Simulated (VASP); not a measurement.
# KPd (Cmcm) in VASP: a series of runs

KPd is run at these levels: PBE; tasks: single point, relaxation of cell and atoms.

Everything below comes from runs of VASP 6.6.1. Logs are shortened: lines on timing, memory, paths and dates and some standing lists are left out, and cuts for length are marked.

## 1. The cell of the first run

Symmetry: Cmcm, No. 63, orthorhombic system. The conventional cell has a = 4.478 Å, b = 11.361 Å, c = 4.336 Å, α = 90.00°, β = 90.00°, γ = 90.00°. K (site symmetry m2m) has 7 Pd at 3.17 to 3.36 Å and 10 K at 3.81 to 4.48 Å within 4.5 Å. Pd (site symmetry m2m) has 2 Pd at 2.87 Å and 7 K at 3.17 to 3.36 Å within 3.8 Å.

## 2. Single point, PBE

Contents of INCAR:

```
PREC     = Accurate       # precision mode
ENCUT    = 520            # plane-wave cutoff, eV
EDIFF    = 1E-6           # SCF threshold, eV
ISMEAR   = 0              # smearing method
SIGMA    = 0.1            # smearing width, eV
LREAL    = F              # projectors in reciprocal space
LASPH    = T              # aspherical terms in the spheres
NELM     = 80             # most SCF steps
ALGO     = Normal         # electronic algorithm
ISIF     = 2              # what is computed and relaxed
LWAVE    = F              # write WAVECAR
LCHARG   = F              # write CHGCAR
GGA      = PE             # functional
NBANDS   = 27             # bands
```

Contents of KPOINTS:

```
Automatic mesh
0
Gamma
  4 4 4
```

Contents of POSCAR:

```
KPd
1.0
    2.2388409257     -5.6805996138      0.0000000000
    2.2388409257      5.6805996138      0.0000000000
    0.0000000000      0.0000000000      4.3362930908
K Pd
2 2
Direct
    0.8620000000      0.1380000000      0.7500000000
    0.1380000000      0.8620000000      0.2500000000
    0.5830000000      0.4170000000      0.7500000000
    0.4170000000      0.5830000000      0.2500000000
```

Potentials or basis: VASP PAW PBE potentials, release 64 (K_sv, Pd).

Run with:

```console
cat potpaw_PBE.64/K_sv/POTCAR potpaw_PBE.64/Pd/POTCAR > POTCAR
mpirun -np 1 vasp_std > vasp.out
```

OUTCAR:

```text
PREC = Accurate
   ENCUT = 520
   EDIFF = 1E-6
   ISMEAR = 0
   LREAL = F
   LASPH = T
   NELM = 80
   ISIF = 2
   GGA = PE

 ion  position               nearest neighbor table
   1  0.862  0.138  0.750-   3 3.17   4 3.18   4 3.18   4 3.18   4 3.18   3 3.36   3 3.36
   2  0.138  0.862  0.250-   4 3.17   3 3.18   3 3.18   3 3.18   3 3.18   4 3.36   4 3.36
   3  0.583  0.417  0.750-   4 2.87   4 2.87   1 3.17   2 3.18   2 3.18   2 3.18   2 3.18   1 3.36
                             1 3.36
   4  0.417  0.583  0.250-   3 2.87   3 2.87   2 3.17   1 3.18   1 3.18   1 3.18   1 3.18   2 3.36
                             2 3.36

  LATTYP: Found a base centered orthorhombic cell.
 ALAT       =     4.4776818514
 B/A-ratio  =     2.5372948782
 C/A-ratio  =     0.9684236698

  Lattice vectors:

 A1 = (   2.2388409257,  -5.6805996138,   0.0000000000)
 A2 = (   2.2388409257,   5.6805996138,   0.0000000000)
 A3 = (   0.0000000000,   0.0000000000,   4.3362930908)

Analysis of symmetry for initial positions (statically):
=====================================================================
 Subroutine PRICEL returns:
 Original cell was already a primitive cell.

 Routine SETGRP: Setting up the symmetry group for a
 base centered orthorhombic supercell.

 Subroutine GETGRP returns: Found  8 space group operations
 (whereof  4 operations were pure point group operations)
 out of a pool of  8 trial point group operations.

The static configuration has the point symmetry C_2h.
 The point group associated with its full space group is D_2h.

Analysis of symmetry for dynamics (positions and initial velocities):
=====================================================================
 Subroutine PRICEL returns:
 Original cell was already a primitive cell.

 Routine SETGRP: Setting up the symmetry group for a
 base centered orthorhombic supercell.

 Subroutine GETGRP returns: Found  8 space group operations
 (whereof  4 operations were pure point group operations)
 out of a pool of  8 trial point group operations.

The dynamic configuration has the point symmetry C_2h.
 The point group associated with its full space group is D_2h.

 Subroutine INISYM returns: Found  8 space group operations
 (whereof  4 operations are pure point group operations),
 and found     1 'primitive' translations

----------------------------------------------------------------------------------------

                                     Primitive cell

  volume of cell :     110.2976

  direct lattice vectors                    reciprocal lattice vectors
     2.238840926 -5.680599614  0.000000000     0.223329846 -0.088018877  0.000000000
     2.238840926  5.680599614  0.000000000     0.223329846  0.088018877  0.000000000
     0.000000000  0.000000000  4.336293091     0.000000000  0.000000000  0.230611718

  length of vectors
     6.105867724  6.105867724  4.336293091     0.240049043  0.240049043  0.230611718

  position of ions in fractional coordinates (direct lattice)
     0.862000000  0.138000000  0.750000000
     0.138000000  0.862000000  0.250000000
     0.583000000  0.417000000  0.750000000
     0.417000000  0.583000000  0.250000000

  ion indices of the primitive-cell ions
   primitive index   ion index
                 1           1
                 2           2
                 3           3
                 4           4

----------------------------------------------------------------------------------------

 KPOINTS: Automatic mesh

Automatic generation of k-mesh.
 Grid dimensions read from file:
 generate k-points for:    4    4    4

 Generating k-lattice:

  Cartesian coordinates                     Fractional coordinates (reciprocal lattice)
     0.055832462 -0.022004719  0.000000000     0.250000000 -0.000000000  0.000000000
     0.055832462  0.022004719  0.000000000    -0.000000000  0.250000000  0.000000000
     0.000000000  0.000000000  0.057652930     0.000000000  0.000000000  0.250000000

  Length of vectors
     0.060012261  0.060012261  0.057652930

  Shift w.r.t. Gamma in fractional coordinates (k-lattice)
     0.000000000  0.000000000  0.000000000

 Subroutine IBZKPT returns following result:
 ===========================================

 Found     21 irreducible k-points:

 Following reciprocal coordinates:
            Coordinates               Weight
  0.000000  0.000000  0.000000      1.000000
  0.250000 -0.000000  0.000000      4.000000
  0.500000 -0.000000  0.000000      2.000000
  0.250000  0.250000  0.000000      2.000000
  0.500000  0.250000  0.000000      4.000000
 -0.250000  0.250000  0.000000      2.000000
[... 13 lines left out ...]
 -0.250000  0.250000  0.500000      2.000000
  0.500000  0.500000  0.500000      1.000000
   k-points           NKPTS =     21   k-points in BZ     NKDIM =     21   number of bands    NBANDS=     27
   number of dos      NEDOS =    301   number of ions     NIONS =      4
   total plane-waves  NPLWV =  73728
   dimension x,y,z NGX =    48 NGY =   48 NGZ =   32
   dimension x,y,z NGXF=    96 NGYF=   96 NGZF=   64
   ions per type =               2   2
   NGX,Y,Z   is equivalent  to a cutoff of  13.07, 13.07, 12.27 a.u.
   NGXF,Y,Z  is equivalent  to a cutoff of  26.14, 26.14, 24.54 a.u.
 SYSTEM =  unknown system
   PREC   = accura    normal or accurate (medium, high low for compatibility)
   ISTART =      0    job   : 0-new  1-cont  2-samecut
   ICHARG =      2    charge: 1-file 2-atom 10-const
   ISPIN  =      1    spin polarized calculation?
   LNONCOLLINEAR =      F non collinear calculations
   LSORBIT =      F    spin-orbit coupling
   LASPH  =      T    aspherical Exc in radial PAW
   ENCUT  =  520.0 eV  38.22 Ry    6.18 a.u.  11.35 11.35  8.06*2*pi/ulx,y,z
   NELM   =     80;   NELMIN=  2; NELMDL= -5     # of ELM steps
   EDIFF  = 0.1E-05   stopping-criterion for ELM
   LREAL  =      F    real-space projection
[... 7 lines left out ...]
   TEBEG  =    0.0;   TEEND  =   0.0 temperature during run
   PSTRESS=    0.0 pullay stress
   NELECT =      38.0000    total number of electrons
   NUPDOWN=      -1.0000    fix difference up-down
   EMIN   =  10.00;   EMAX   =-10.00  energy-range for DOS
   EFERMI =   0.00;   METHOD = LEGACY
   ISMEAR =     0;   SIGMA  =   0.10  broadening in eV -4-tet -1-fermi 0-gaus
   EFERMI_NEDOS =   21; number of points for ismear=-14 and -15
   IALGO  =     38    algorithm
   IMIX   =      4    mixing-type and parameters
     AMIX     =   0.40;   BMIX     =  1.00
     AMIX_MAG =   1.60;   BMIX_MAG =  1.00
  volume/ion in A,a.u.               =      27.57       186.08
  Fermi-wavevector in a.u.,A,eV,Ry     =   1.147662  2.168767 17.920616  1.317128
  Thomas-Fermi vector in A             =   2.284341
   LORBIT       =      0    0 simple, 1 ext, 2 COOP (PROOUT), +10 PAW based schemes
   GGA     = PE    functional components
   LHFCALC =     F    Hartree Fock is set to
   AEXX    =    0.0000 exact exchange contribution
   IVDW    =     0    specifies the selected vdW correction
   LEPSILON=     F    determine dielectric tensor
   LRPA    =     F    only Hartree local field effects (RPA)
 non-spin polarized calculation
 Gauss-broadening in eV      SIGMA  =   0.10
  energy-cutoff  :      520.00
  volume of cell :      110.30
 maximum number of plane-waves:      2990
 NGX is ok and might be reduce to    48
   NGX = 23   NGY = 23   NGZ = 17

 number of electron      38.0000000 magnetization

 Free energy of the ion-electron system (eV)
  ---------------------------------------------------
  ext. energy  EPLUGINS =         0.00000000
  ---------------------------------------------------
  free energy    TOTEN  =       -11.45445096 eV

  energy without entropy =      -11.44163026  energy(sigma->0) =      -11.44804061

 E-fermi :   2.4918     XC(G=0):  -8.9237

 val. band max:        2.4313703349   @ k =   0.5000   0.2500   0.0000
 cond. band min:       2.5049513122   @ k =   0.2500  -0.0000   0.5000
 fundamental gap:      0.0735809773
 Fermi energy:         2.4917977860

 k-point     1 :       0.0000    0.0000    0.0000
  band No.  band energies     occupation
      1     -27.6804      2.00000
      2     -27.6372      2.00000
      3     -11.3880      2.00000
      4     -11.2504      2.00000
      5     -11.1905      2.00000
      6     -11.1346      2.00000
[... 19 lines left out ...]
     26       8.3325      0.00000
     27       8.4627      0.00000

 k-point     2 :       0.2500   -0.0000    0.0000
  band No.  band energies     occupation
      1     -27.6737      2.00000
      2     -27.6402      2.00000
      3     -11.3714      2.00000
      4     -11.2501      2.00000
      5     -11.2374      2.00000
      6     -11.1752      2.00000
[... 19 lines left out ...]
     26       8.9928      0.00000
     27       9.4927      0.00000

 k-point     3 :       0.5000   -0.0000    0.0000
  band No.  band energies     occupation
      1     -27.6651      2.00000
      2     -27.6452      2.00000
      3     -11.3604      2.00000
      4     -11.3145      2.00000
      5     -11.2177      2.00000
      6     -11.1898      2.00000
[... 19 lines left out ...]
     26       8.6667      0.00000
     27       9.8642      0.00000

 k-point     4 :       0.2500    0.2500    0.0000
  band No.  band energies     occupation
      1     -27.6651      2.00000
      2     -27.6452      2.00000
      3     -11.3800      2.00000
      4     -11.2698      2.00000
      5     -11.2211      2.00000
      6     -11.2177      2.00000
[... 19 lines left out ...]
     26       9.0934      0.00000
     27       9.3949      0.00000
[... 426 lines left out ...]
      4     -11.3797      2.00000
      5     -11.1999      2.00000
      6     -11.1999      2.00000
[... 19 lines left out ...]
     26       8.0040      0.00000
     27       9.8642      0.00000

 k-point    20 :      -0.2500    0.2500    0.5000
  band No.  band energies     occupation
      1     -27.6537      2.00000
      2     -27.6537      2.00000
      3     -11.3713      2.00000
      4     -11.3713      2.00000
      5     -11.1633      2.00000
      6     -11.1633      2.00000
[... 19 lines left out ...]
     26       7.5896      0.00000
     27      10.4818      0.00000

 k-point    21 :       0.5000    0.5000    0.5000
  band No.  band energies     occupation
      1     -27.6535      2.00000
      2     -27.6535      2.00000
      3     -11.4146      2.00000
      4     -11.4146      2.00000
      5     -11.1627      2.00000
      6     -11.1627      2.00000
[... 19 lines left out ...]
     26       8.2519      0.00000
     27       9.8637      0.00000

------------------------ aborting loop because EDIFF is reached ----------------------------------------

  FORCE on cell =-STRESS in cart. coord.  units (eV):
  Direction    XX          YY          ZZ          XY          YZ          ZX
  --------------------------------------------------------------------------------------
  -------------------------------------------------------------------------------------
  Total        2.7135456      0.0126400      0.2036789      0.0000000     -0.0000000      0.0000000
  in kB       39.4168280      0.1836076      2.9586289      0.0000000     -0.0000000      0.0000000
  external PRESSURE =      14.1863548 kB  Pullay stress =       0.0000000 kB

 VOLUME and BASIS-vectors are now :
 -----------------------------------------------------------------------------
  energy-cutoff  :      520.00
  volume of cell :      110.30
      direct lattice vectors                 reciprocal lattice vectors
     2.238840926 -5.680599614  0.000000000     0.223329846 -0.088018877  0.000000000
     2.238840926  5.680599614  0.000000000     0.223329846  0.088018877  0.000000000
     0.000000000  0.000000000  4.336293091     0.000000000  0.000000000  0.230611718

 POSITION                                       TOTAL-FORCE (eV/Angst)
 -----------------------------------------------------------------------------------
      2.23884     -4.11275      3.25222         0.000000     -0.013933      0.000000
      2.23884      4.11275      1.08407         0.000000      0.013933     -0.000000
      2.23884     -0.94298      3.25222         0.000000      1.010801     -0.000000
      2.23884      0.94298      1.08407         0.000000     -1.010801      0.000000
 -----------------------------------------------------------------------------------
    total drift:                                0.000000      0.000000     -0.000000

  FREE ENERGIE OF THE ION-ELECTRON SYSTEM (eV)
  ---------------------------------------------------
  free  energy   TOTEN  =       -11.4544509554 eV

  energy  without entropy=      -11.4416302637  energy(sigma->0) =      -11.44804061
```

Run time: 86 s. Hardware: 1 thread of Oxide Virtual Turin-like, shared host; peak memory 0.24 GiB.

What came out:

```yaml
Free_energy: -11.4545 eV
Pressure: 1.4 GPa
Largest_force: 1.011 eV/Å
Band_gap_on_the_k_mesh: zero (bands 19 and 20 overlap by 1.03 eV)
```

Forces on the atoms (eV/Å):
```
K    0.000 -0.014  0.000
K    0.000  0.014  0.000
Pd   0.000  1.011  0.000
Pd   0.000 -1.011  0.000
```

Caveat: the k points lie up to 0.38 Å⁻¹ apart, too coarse for converged energies and pressures of a metal; forces of over 1 eV/Å act on the atoms, so gaps and moduli don't describe the material at rest.

## 3. Single point, PBE

This run uses another cell than the first one, of 32.26 Å³/atom.

Contents of INCAR:

```
SYSTEM = KPd
ALGO = Fast ; EDIFF = 1E-7
ENCUT = 520 ; GGA = PE
ISIF = 2 ; ISMEAR = 0
LASPH = .True. ; LCHARG = .False.
LREAL = .False. ; LWAVE = .False.
NBANDS = 27 ; NELM = 100
PREC = Accurate ; SIGMA = 0.1
```

Contents of KPOINTS:

```
k-points
0
Gamma
  4 4 4
  0 0 0
```

Contents of POSCAR:

```
KPd
1.0
    2.5013746763     -5.5165627244      0.0000000000
    2.5013746763      5.5165627244      0.0000000000
    0.0000000000      0.0000000000      4.6751096884
K Pd
2 2
Direct
    0.8569306089      0.1430693911      0.7500000000
    0.1430693911      0.8569306089      0.2500000000
    0.5475254989      0.4524745011      0.7500000000
    0.4524745011      0.5475254989      0.2500000000
```

Potentials or basis: VASP PAW PBE potentials, release 64 (K_sv, Pd).

Run with:

```console
cat potpaw_PBE.64/K_sv/POTCAR potpaw_PBE.64/Pd/POTCAR > POTCAR
mpirun -np 1 vasp_std > vasp.out
```

Wall time 2.7 min (1 thread of Oxide Virtual Turin-like, shared host); peak memory 0.27 GiB.

Results (log left out):

| Property | Result |
| --- | --- |
| Free energy | -12.0889 eV |
| Pressure | 0.1 GPa |
| Largest force | 0.037 eV/Å |
| Band gap on the k mesh | zero (bands 19 and 20 overlap by 0.58 eV) |

Forces in eV/Å, atoms in the order of the input:
```
K    0.000  0.005  0.000
K    0.000 -0.005  0.000
Pd   0.000  0.037  0.000
Pd   0.000 -0.037  0.000
```

Stress tensor (GPa, compression positive):
```
 0.34  0.00  0.00
 0.00 -0.02  0.00
 0.00  0.00  0.01
```

Levels at points of the mesh, in eV from the Fermi level:
```csv
k point,band 17,band 18,band 19,band 20,band 21,band 22
"(0.00, 0.00, 0.00)",-1.43,-1.01,-0.39,1.26,3.19,3.36
"(0.50, 0.00, 0.00)",-1.20,-0.75,-0.37,-0.09,1.81,2.39
"(0.50, 0.50, 0.00)",-1.24,-1.02,-0.61,-0.38,3.35,3.60
"(0.00, 0.00, 0.50)",-0.94,-0.94,-0.05,-0.05,3.40,3.40
"(0.50, 0.00, 0.50)",-0.78,-0.78,0.20,0.20,2.23,2.23
"(0.50, 0.50, 0.50)",-0.90,-0.90,-0.14,-0.14,1.69,1.69
```

(Part 1 of 2 ends here.)

The gap in the log of VASP goes by the Fermi energy; the results here count the filled bands.